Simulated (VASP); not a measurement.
# SnO (Romarchite) (P4/nmm) in VASP: notebook, part 2 of 2

VASP 6.6.1. The steps go on from the part before.

**5. Single point, PBE**

Contents of INCAR:

```
SYSTEM = SnO
  PREC = Accurate
  ENCUT = 520
  EDIFF = 1E-6
  ISMEAR = 0
  SIGMA = 0.01
  LREAL = .FALSE.
  LASPH = .TRUE.
  NELM = 100
  ALGO = Normal
  ISIF = 2
  LWAVE = .FALSE.
  LCHARG = .FALSE.
  GGA = PE
  NBANDS = 28
```

Contents of KPOINTS:

```
regular mesh
0
G
  6 6 5
  0 0 0
```

Contents of POSCAR:

```
SnO
1.0
    3.7986000000      0.0000000000      0.0000000000
    0.0000000000      3.7986000000      0.0000000000
    0.0000000000      0.0000000000      4.8408000000
Sn O
2 2
Direct
    0.5000000000      0.0000000000      0.2369000000
    0.0000000000      0.5000000000      0.7631000000
    0.0000000000      0.0000000000      0.0000000000
    0.5000000000      0.5000000000      0.0000000000
```

Potentials or basis: VASP PAW PBE potentials, release 64 (Sn_d, O).

On the command line:

```bash
$ cat potpaw_PBE.64/Sn_d/POTCAR potpaw_PBE.64/O/POTCAR > POTCAR
$ mpirun -np 1 vasp_std > vasp.out
```

OUTCAR:

```text
SYSTEM = SnO
   PREC = Accurate
   ENCUT = 520
   EDIFF = 1E-6
   ISMEAR = 0
   LREAL = .FALSE.
   LASPH = .TRUE.
   NELM = 100
   ISIF = 2
   GGA = PE

 ion  position               nearest neighbor table
   1  0.500  0.000  0.237-   3 2.22   4 2.22   4 2.22   3 2.22   2 3.53   2 3.53   2 3.53   2 3.53
                             2 3.70   2 3.70   2 3.70   2 3.70
   2  0.000  0.500  0.763-   3 2.22   4 2.22   3 2.22   4 2.22   1 3.53   1 3.53   1 3.53   1 3.53
                             1 3.70   1 3.70   1 3.70   1 3.70
   3  0.000  0.000  0.000-   1 2.22   2 2.22   2 2.22   1 2.22
   4  0.500  0.500  0.000-   1 2.22   2 2.22   1 2.22   2 2.22

  LATTYP: Found a simple tetragonal cell.
 ALAT       =     3.7986000000
 C/A-ratio  =     1.2743642395

  Lattice vectors:

 A1 = (   3.7986000000,   0.0000000000,   0.0000000000)
 A2 = (   0.0000000000,   3.7986000000,   0.0000000000)
 A3 = (   0.0000000000,   0.0000000000,   4.8408000000)

Analysis of symmetry for initial positions (statically):
=====================================================================
 Subroutine PRICEL returns:
 Original cell was already a primitive cell.

 Routine SETGRP: Setting up the symmetry group for a
 simple tetragonal supercell.

 Subroutine GETGRP returns: Found 16 space group operations
 (whereof  8 operations were pure point group operations)
 out of a pool of 16 trial point group operations.

The static configuration has the point symmetry D_2d.
 The point group associated with its full space group is D_4h.

Analysis of symmetry for dynamics (positions and initial velocities):
=====================================================================
 Subroutine PRICEL returns:
 Original cell was already a primitive cell.

 Routine SETGRP: Setting up the symmetry group for a
 simple tetragonal supercell.

[... 124 lines left out ...]
   ISMEAR =     0;   SIGMA  =   0.01  broadening in eV -4-tet -1-fermi 0-gaus
   EFERMI_NEDOS =   21; number of points for ismear=-14 and -15
   IALGO  =     38    algorithm
   IMIX   =      4    mixing-type and parameters
     AMIX     =   0.40;   BMIX     =  1.00
     AMIX_MAG =   1.60;   BMIX_MAG =  1.00
  volume/ion in A,a.u.               =      17.46       117.84
  Fermi-wavevector in a.u.,A,eV,Ry     =   1.359482  2.569048 25.146163  1.848191
  Thomas-Fermi vector in A             =   2.486226
   LORBIT       =      0    0 simple, 1 ext, 2 COOP (PROOUT), +10 PAW based schemes
   GGA     = PE    functional components
   LHFCALC =     F    Hartree Fock is set to
   AEXX    =    0.0000 exact exchange contribution
   IVDW    =     0    specifies the selected vdW correction
   LEPSILON=     F    determine dielectric tensor
   LRPA    =     F    only Hartree local field effects (RPA)
 non-spin polarized calculation
 Gauss-broadening in eV      SIGMA  =   0.01
  energy-cutoff  :      520.00
  volume of cell :       69.85
 maximum number of plane-waves:      1896
   NGX = 15   NGY = 15   NGZ = 19

 number of electron      39.9999994 magnetization

 Free energy of the ion-electron system (eV)
  ---------------------------------------------------
  ext. energy  EPLUGINS =         0.00000000
  ---------------------------------------------------
  free energy    TOTEN  =       -22.65907398 eV

  energy without entropy =      -22.65907398  energy(sigma->0) =      -22.65907398

 E-fermi :   7.2881     XC(G=0): -10.2666

 val. band max:        7.2541714419   @ k =   0.0000   0.0000   0.0000
 cond. band min:       7.3229586355   @ k =   0.5000   0.5000   0.0000
 fundamental gap:      0.0687871936
 Fermi energy:         7.2880728366

 k-point     1 :       0.0000    0.0000    0.0000
  band No.  band energies     occupation
      1     -14.8268      2.00000
      2     -14.3694      2.00000
      3     -14.3694      2.00000
      4     -14.3675      2.00000
      5     -14.3229      2.00000
      6     -14.3146      2.00000
[... 733 lines left out ...]
     27      16.3280      0.00000
     28      16.3280      0.00000

 [... further k-points ...]

------------------------ aborting loop because EDIFF is reached ----------------------------------------

  FORCE on cell =-STRESS in cart. coord.  units (eV):
  Direction    XX          YY          ZZ          XY          YZ          ZX
  --------------------------------------------------------------------------------------
  -------------------------------------------------------------------------------------
  Total        2.3882163      2.3882163      1.8745746      0.0000000      0.0000000      0.0000000
  in kB       54.7797414     54.7797414     42.9980778      0.0000000      0.0000000      0.0000000
  external PRESSURE =      50.8525202 kB  Pullay stress =       0.0000000 kB

 VOLUME and BASIS-vectors are now :
 -----------------------------------------------------------------------------
  energy-cutoff  :      520.00
  volume of cell :       69.85
      direct lattice vectors                 reciprocal lattice vectors
     3.798600000  0.000000000  0.000000000     0.263254883  0.000000000  0.000000000
     0.000000000  3.798600000  0.000000000     0.000000000  0.263254883  0.000000000
     0.000000000  0.000000000  4.840800000     0.000000000  0.000000000  0.206577425

 POSITION                                       TOTAL-FORCE (eV/Angst)
 -----------------------------------------------------------------------------------
      1.89930      0.00000      1.14679         0.000000      0.000000      0.580792
      0.00000      1.89930      3.69401        -0.000000      0.000000     -0.580792
      0.00000      0.00000      0.00000        -0.000000     -0.000000      0.000000
      1.89930      1.89930      0.00000        -0.000000      0.000000      0.000000
 -----------------------------------------------------------------------------------
    total drift:                                0.000000      0.000000      0.000000

  FREE ENERGIE OF THE ION-ELECTRON SYSTEM (eV)
  ---------------------------------------------------
  free  energy   TOTEN  =       -22.6590739832 eV

  energy  without entropy=      -22.6590739826  energy(sigma->0) =      -22.65907398
```

Wall time 44 s (1 thread of Intel Xeon 6975P-C (Granite Rapids), shared host); peak memory 0.19 GiB.

What came out:

```yaml
Free_energy: -22.6591 eV
Pressure: 5.1 GPa
Largest_force: 0.581 eV/Å
Band_gap_on_the_k_mesh: 0.07 eV, indirect (least direct gap 1.98 eV)
```

Forces in eV/Å, atoms in the order of the input:
```
Sn   0.000  0.000  0.581
Sn   0.000  0.000 -0.581
O    0.000  0.000  0.000
O    0.000  0.000  0.000
```

Stress tensor (GPa, compression positive):
```
5.48 0.00 0.00
0.00 5.48 0.00
0.00 0.00 4.30
```

Caveat: spin-orbit coupling is left out, which moves the levels of the heavy elements. A k mesh can miss the band edges.

**6. The runs side by side**

| k mesh | gap on the mesh (eV) | pressure (GPa) | largest force (eV/Å) |
| --- | --- | --- | --- |
| 2 × 2 × 2 | 0.03 | 4.5 | 0.31 |
| 3 × 3 × 3 | 1.06 | 4.8 | 0.66 |
| 5 × 5 × 4 | 0.49 | 5.1 | 0.58 |
| 6 × 6 × 5 | 0.07 | 5.1 | 0.58 |

Alike in all rows: task single point; level PBE; potentials or basis VASP PAW PBE potentials, release 64 (Sn_d, O); no spin polarisation; cell as given; cutoff (eV) 520; smearing gaussian 0.01 eV.

Caveats: some runs use coarse meshes; spin-orbit coupling is left out, which moves the levels of the heavy elements.

Absolute energies hang on the potentials; compare differences alone.
